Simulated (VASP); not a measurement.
CoO:

```
CELL_PARAMETERS angstrom
0.00000 2.13150 2.13150
2.13150 0.00000 2.13150
2.13150 2.13150 0.00000
ATOMIC_POSITIONS crystal
Co 0.00000 0.00000 0.00000
O 0.50000 0.50000 0.50000
```

Base run:

* Program: VASP 6.6.1
* Functional: PBE
* Potentials or basis: VASP PAW PBE potentials, release 64 (Co, O)
* Cutoff: 520 eV
* k mesh: 16 × 16 × 16
* Occupations: fermi-dirac, width 0.02 eV
* Spin: no spin polarisation

Its results: pressure -19.9 GPa.

Problem. The run is repeated on the same cell with these changes: spin from no spin polarisation to collinear spin, ferromagnetic start; further incar settings from ALGO = Normal; EDIFF = 1e-07; NBANDS = 14 to ALGO = Normal; EDIFF = 1e-06; NBANDS = 18. What comes out?

Solution. Pressure -2.3 GPa; net moment 2.95 μB per cell; site moments Co +2.58; O +0.31 μB.

Caveats: an odd number of electrons without spin polarisation forces a metal (some runs); a magnetic or distorted state may lie lower (some runs); a cell with one magnetic atom can't hold antiferromagnetic order, which such compounds often take (some runs).
